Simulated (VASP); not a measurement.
# Ag (Fm-3m) in VASP: single point with LDA

Aim: the single point of Ag with LDA.

Program: VASP 6.6.1. These are calculated values, not measurements. Logs are shortened: lines on timing, memory, paths and dates and some standing lists are left out, and cuts for length are marked.

### 1 The cell of the first run

It takes space group Fm-3m (No. 225, cubic). Conventional cell: a = 4.060 Å, b = 4.060 Å, c = 4.060 Å, α = 90.00°, β = 90.00°, γ = 90.00°. Ag (site symmetry m-3m) has 12 Ag at 2.87 Å within 3.8 Å.

### 2 Single point, LDA

INCAR

```
  ALGO = Normal
  EDIFF = 1E-6
  ENCUT = 500
  GGA = CA
  GGA_COMPAT = F
  ISIF = 2
  ISMEAR = 0
  LASPH = T
  LCHARG = T
  LELF = T
  LREAL = F
  LVHAR = T
  LWAVE = F
  NBANDS = 12
  NELM = 120
  PREC = Accurate
  SIGMA = 0.1
```

KPOINTS

```
k-points
0
Gamma
  8 8 8
```

POSCAR

```
Ag
1.0
    0.0000000000      2.0300000000      2.0300000000
    2.0300000000      0.0000000000      2.0300000000
    2.0300000000      2.0300000000      0.0000000000
Ag
1
Direct
    0.0000000000      0.0000000000      0.0000000000
```

Potentials or basis: VASP PAW LDA potentials, release 64 (Ag).

Command:

```
$ cat potpaw_LDA.64/Ag/POTCAR > POTCAR
$ mpirun -np 1 vasp_std > vasp.out
```

OUTCAR:

```text
EDIFF = 1E-6
   ENCUT = 500
   GGA = CA
   ISIF = 2
   ISMEAR = 0
   LASPH = T
   LREAL = F
   NELM = 120
   PREC = Accurate

 ion  position               nearest neighbor table
   1  0.000  0.000  0.000-

  LATTYP: Found a face centered cubic cell.
 ALAT       =     4.0600000000

  Lattice vectors:

 A1 = (   0.0000000000,   2.0300000000,   2.0300000000)
 A2 = (   2.0300000000,   0.0000000000,   2.0300000000)
 A3 = (   2.0300000000,   2.0300000000,   0.0000000000)

Analysis of symmetry for initial positions (statically):
=====================================================================
 Subroutine PRICEL returns:
 Original cell was already a primitive cell.

 Routine SETGRP: Setting up the symmetry group for a
 face centered cubic supercell.

 Subroutine GETGRP returns: Found 48 space group operations
 (whereof 48 operations were pure point group operations)
 out of a pool of 48 trial point group operations.

The static configuration has the point symmetry O_h .

Analysis of symmetry for dynamics (positions and initial velocities):
=====================================================================
 Subroutine PRICEL returns:
 Original cell was already a primitive cell.

 Routine SETGRP: Setting up the symmetry group for a
 face centered cubic supercell.

 Subroutine GETGRP returns: Found 48 space group operations
 (whereof 48 operations were pure point group operations)
 out of a pool of 48 trial point group operations.

The dynamic configuration has the point symmetry O_h .

 Subroutine INISYM returns: Found 48 space group operations
 (whereof 48 operations are pure point group operations),
 and found     1 'primitive' translations

----------------------------------------------------------------------------------------

                                     Primitive cell

  volume of cell :      16.7309

  direct lattice vectors                    reciprocal lattice vectors
     0.000000000  2.030000000  2.030000000    -0.246305419  0.246305419  0.246305419
     2.030000000  0.000000000  2.030000000     0.246305419 -0.246305419  0.246305419
     2.030000000  2.030000000  0.000000000     0.246305419  0.246305419 -0.246305419

  length of vectors
     2.870853532  2.870853532  2.870853532     0.426613499  0.426613499  0.426613499

  position of ions in fractional coordinates (direct lattice)
     0.000000000  0.000000000  0.000000000

  ion indices of the primitive-cell ions
   primitive index   ion index
                 1           1

----------------------------------------------------------------------------------------
[... 76 lines left out ...]
   ISIF   =      2    stress and relaxation
   ISYM   =      2    0-nonsym 1-usesym 2-fastsym
   POTIM  = 0.5000    time-step for ionic-motion
   TEBEG  =    0.0;   TEEND  =   0.0 temperature during run
   PSTRESS=    0.0 pullay stress
   NELECT =      11.0000    total number of electrons
   NUPDOWN=      -1.0000    fix difference up-down
   EMIN   =  10.00;   EMAX   =-10.00  energy-range for DOS
   EFERMI =   0.00;   METHOD = LEGACY
   ISMEAR =     0;   SIGMA  =   0.10  broadening in eV -4-tet -1-fermi 0-gaus
   EFERMI_NEDOS =   21; number of points for ismear=-14 and -15
   IALGO  =     38    algorithm
   IMIX   =      4    mixing-type and parameters
     AMIX     =   0.40;   BMIX     =  1.00
     AMIX_MAG =   1.60;   BMIX_MAG =  1.00
  volume/ion in A,a.u.               =      16.73       112.91
  Fermi-wavevector in a.u.,A,eV,Ry     =   1.423529  2.690080 27.571324  2.026435
  Thomas-Fermi vector in A             =   2.544117
   LORBIT       =      0    0 simple, 1 ext, 2 COOP (PROOUT), +10 PAW based schemes
   GGA     = CA    functional components
   LHFCALC =     F    Hartree Fock is set to
   AEXX    =    0.0000 exact exchange contribution
   IVDW    =     0    specifies the selected vdW correction
   LEPSILON=     F    determine dielectric tensor
   LRPA    =     F    only Hartree local field effects (RPA)
 non-spin polarized calculation
 Gauss-broadening in eV      SIGMA  =   0.10
  energy-cutoff  :      500.00
  volume of cell :       16.73
 maximum number of plane-waves:       444
 NGX is ok and might be reduce to    24
   NGX = 11   NGY = 11   NGZ = 11

 number of electron      11.0000000 magnetization

 Free energy of the ion-electron system (eV)
  ---------------------------------------------------
  ext. energy  EPLUGINS =         0.00000000
  ---------------------------------------------------
  free energy    TOTEN  =        -3.73980788 eV

  energy without entropy =       -3.73677419  energy(sigma->0) =       -3.73829104

 E-fermi :   8.2308     XC(G=0): -12.6940

 val. band max:        8.1561874830   @ k =   0.5000   0.2500   0.1250
 cond. band min:       8.6301390957   @ k =   0.5000   0.3750   0.1250
 fundamental gap:      0.4739516127
 Fermi energy:         8.2307509835

 k-point     1 :       0.0000    0.0000    0.0000
  band No.  band energies     occupation
      1       0.4477      2.00000
      2       3.5809      2.00000
      3       3.5809      2.00000
      4       3.5809      2.00000
      5       4.6722      2.00000
      6       4.6722      2.00000
      7      24.4742      0.00000
      8      28.0912      0.00000
      9      28.0912      0.00000
     10      28.0912      0.00000
     11      33.1553      0.00000
     12      34.2642      0.00000
[... 331 lines left out ...]
 k-point    24 :      -0.3750    0.2500    0.1250
  band No.  band energies     occupation
      1       2.5952      2.00000
      2       3.1112      2.00000
      3       4.0204      2.00000
      4       4.2125      2.00000
      5       5.4232      2.00000
      6      10.7172      0.00000
      7      12.4145      0.00000
      8      20.9106      0.00000
      9      21.1281      0.00000
     10      26.9959      0.00000
     11      31.8881      0.00000
     12      35.8879      0.00000

 [... further k-points ...]
[... 5 lines left out ...]
  --------------------------------------------------------------------------------------
  -------------------------------------------------------------------------------------
  Total       -0.4765175     -0.4765175     -0.4765175     -0.0000000      0.0000000      0.0000000
  in kB      -45.6321931    -45.6321931    -45.6321931     -0.0000000      0.0000000      0.0000000
  external PRESSURE =     -45.6321931 kB  Pullay stress =       0.0000000 kB

 VOLUME and BASIS-vectors are now :
 -----------------------------------------------------------------------------
  energy-cutoff  :      500.00
  volume of cell :       16.73
      direct lattice vectors                 reciprocal lattice vectors
     0.000000000  2.030000000  2.030000000    -0.246305419  0.246305419  0.246305419
     2.030000000  0.000000000  2.030000000     0.246305419 -0.246305419  0.246305419
     2.030000000  2.030000000  0.000000000     0.246305419  0.246305419 -0.246305419

 POSITION                                       TOTAL-FORCE (eV/Angst)
 -----------------------------------------------------------------------------------
      0.00000      0.00000      0.00000         0.000000     -0.000000     -0.000000
 -----------------------------------------------------------------------------------
    total drift:                               -0.000000      0.000000     -0.000000

  FREE ENERGIE OF THE ION-ELECTRON SYSTEM (eV)
  ---------------------------------------------------
  free  energy   TOTEN  =        -3.7398078782 eV

  energy  without entropy=       -3.7367741931  energy(sigma->0) =       -3.73829104
```

OSZICAR:

```text
N       E                     dE             d eps       ncg     rms          rms(c)
DAV:   1     0.508917100028E+02    0.50892E+02   -0.54312E+03   704   0.810E+02
DAV:   2    -0.324517472830E+01   -0.54137E+02   -0.51613E+02   816   0.192E+02
DAV:   3    -0.405066909797E+01   -0.80549E+00   -0.80447E+00   808   0.246E+01
DAV:   4    -0.405304634866E+01   -0.23773E-02   -0.23772E-02   812   0.142E+00
DAV:   5    -0.405306501789E+01   -0.18669E-04   -0.18669E-04   812   0.112E-01    0.583E+00
DAV:   6    -0.375562419342E+01    0.29744E+00   -0.11974E+00   764   0.965E+00    0.363E+00
DAV:   7    -0.374441531211E+01    0.11209E-01   -0.90498E-03   784   0.880E-01    0.202E+00
DAV:   8    -0.373979690951E+01    0.46184E-02   -0.89627E-04   784   0.237E-01    0.795E-02
DAV:   9    -0.373980900751E+01   -0.12098E-04   -0.67438E-06   792   0.178E-02    0.174E-02
DAV:  10    -0.373980790039E+01    0.11071E-05   -0.18669E-06   772   0.105E-02    0.278E-03
DAV:  11    -0.373980787820E+01    0.22193E-07   -0.35765E-08   436   0.144E-03
   1 F= -.37398079E+01 E0= -.37382910E+01  d E =-.303369E-02
```

stdout:

```text
POSCAR found type information on POSCAR Ag
 POSCAR found :  1 types and       1 ions
 scaLAPACK will be used
 LDA part: xc-table for (Slater(with rela. corr.)+CA(PZ))
 , standard interpolation
 POSCAR, INCAR and KPOINTS ok, starting setup
 FFT: planning ... GRIDC
 FFT: planning ... GRID_SOFT
 FFT: planning ... GRID
 WAVECAR not read
 entering main loop
```

Wall time 5.9 s (1 thread of Intel Xeon Platinum 8375C at 2.90GHz (Ice Lake), shared host); peak memory 0.13 GiB.

What came out:

* Free energy: -3.7398 eV
* Pressure: -4.6 GPa

Levels at points of the mesh, in eV from the Fermi level:
```
           k point  band 3  band 4  band 5  band 6  band 7  band 8  band 9  band 10
(0.00, 0.00, 0.00)   -4.65   -4.65   -3.56   -3.56   16.24   19.86   19.86    19.86
(0.50, 0.00, 0.00)   -4.67   -2.73   -2.73   -0.30    3.86   15.50   18.10    18.10
(0.50, 0.50, 0.00)   -2.76   -2.51   -2.51    1.71    7.05   10.84   10.84    17.66
```
